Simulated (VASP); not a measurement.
Zn4Se:

```
CELL_PARAMETERS angstrom
4.56045 0.00000 0.00000
0.00000 4.56045 0.00000
0.00000 0.00000 4.56045
ATOMIC_POSITIONS crystal
Zn 0.25000 0.25000 0.25000
Zn 0.75000 0.75000 0.25000
Zn 0.25000 0.75000 0.75000
Zn 0.75000 0.25000 0.75000
Se 0.00000 0.00000 0.00000
```

```yaml
Program: VASP 6.6.1
Task: relaxation of cell and atoms
Functional: PBE
Potentials_or_basis: VASP PAW PBE potentials, release 64 (Zn, Se)
Cutoff: 600 eV
k_mesh: 4 × 4 × 4
Occupations: gaussian, width 0.1 eV
Spin: no spin polarisation
```

At the start: pressure 29.8 GPa; volume 18.97 Å³/atom.

Problem. Where does the relaxation end?

Solution. Over 12 steps the energy falls by 1348.2 meV/atom and the volume is 19.94 Å³/atom (+5.1 %); space group P-43m (No. 215, to 0.05 Å).

Step by step:
```
step  energy change (eV)  largest force (eV/Å)  pressure (GPa)  volume (Å³)
   1              0.0000                9.2378           29.76        94.85
   2             -5.0865                0.1807           -6.62       151.90
   3             -5.8630                0.9435           -4.62       125.90
   4             -5.8615                0.9986           -4.26       125.22
   5             -6.3053                0.9193           -3.80       115.44
   6             -6.3845                1.3070            8.14        89.17
   7             -6.6580                0.6308           -1.53       104.59
   8             -6.7198                0.0483            1.84        96.50
   9             -6.7334                0.2204            0.57        99.05
  10             -6.7336                0.1735            0.84        98.57
  11             -6.7408                0.0593            0.26        99.79
  12             -6.7408                0.0386            0.28        99.68
```

Final structure:
```yaml
crystal:
  lattice:
    - [4.63665, 0.00000, 0.00000]
    - [0.00000, 4.63665, 0.00000]
    - [0.00000, 0.00000, 4.63665]
  atoms:
    - { symbol: Zn, position: [0.30360, 0.30360, 0.30360] }
    - { symbol: Zn, position: [0.69640, 0.69640, 0.30360] }
    - { symbol: Zn, position: [0.30360, 0.69640, 0.69640] }
    - { symbol: Zn, position: [0.69640, 0.30360, 0.69640] }
    - { symbol: Se, position: [0.00000, 0.00000, 0.00000] }
```
